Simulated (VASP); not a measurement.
## Al2O3: single point with PBEsol

Crystal: Al2O3.

```
CELL_PARAMETERS angstrom
2.50327 1.44526 3.94298
-2.50327 1.44526 3.94298
0.00000 -2.89052 3.94298
ATOMIC_POSITIONS crystal
Al 0.84819 0.84819 0.84819
Al 0.65181 0.65181 0.65181
Al 0.15181 0.15181 0.15181
Al 0.34819 0.34819 0.34819
O 0.05586 0.44414 0.75000
O 0.75000 0.05586 0.44414
O 0.44414 0.75000 0.05586
O 0.94414 0.55586 0.25000
O 0.25000 0.94414 0.55586
O 0.55586 0.25000 0.94414
```

This cell differs from its parent crystal: c/a of the conventional cell at fixed volume 2.3627.

```json
{
 "Program": "VASP 6.6.1",
 "Task": "single point",
 "Functional": "PBEsol",
 "Potentials or basis": "VASP PAW PBE potentials, release 64 (Al, O)",
 "Cutoff": "520 eV",
 "k mesh": "6 × 6 × 6",
 "Occupations": "gaussian, width 0.05 eV",
 "Spin": "no spin polarisation"
}
```

| Quantity | Value |
| --- | --- |
| Pressure | 1.5 GPa |
| Largest force | 2.738 eV/Å |
| Band gap on the k mesh | 4.74 eV, direct |

Forces in eV/Å, atoms in the order of the input:
```
Al   0.000  0.000  2.738
Al   0.000  0.000 -2.738
Al   0.000  0.000 -2.738
Al   0.000  0.000  2.738
O   -0.182  0.000  0.000
O    0.091 -0.157  0.000
O    0.091  0.157  0.000
O    0.182  0.000  0.000
O   -0.091  0.157  0.000
O   -0.091 -0.157  0.000
```

Stress tensor (GPa, compression positive):
```
-18.79   0.00   0.00
  0.00 -18.79   0.00
  0.00   0.00  42.10
```

Levels at points of the mesh, in eV from the valence-band top:
| k point | band 22 | band 23 | band 24 | band 25 | band 26 | band 27 |
| --- | --- | --- | --- | --- | --- | --- |
| (0.00, 0.00, 0.00) | -0.99 | -0.99 | 0.00 | 4.74 | 7.07 | 9.27 |
| (0.50, 0.00, 0.00) | -1.31 | -0.71 | -0.71 | 7.71 | 7.71 | 8.75 |
| (0.50, 0.50, 0.00) | -1.60 | -1.12 | -0.56 | 7.45 | 8.15 | 8.48 |
| (0.50, 0.50, 0.50) | -1.48 | -1.48 | -1.48 | 7.04 | 7.04 | 9.83 |

It took 52 s on 1 thread of AMD EPYC 9R45 96-Core Processor (Zen 5), with other jobs on the host, peak memory 0.2 GiB.

Caveat: the PAW data sets were made with another functional, which shifts forces and pressure a little. A k mesh can miss the band edges.
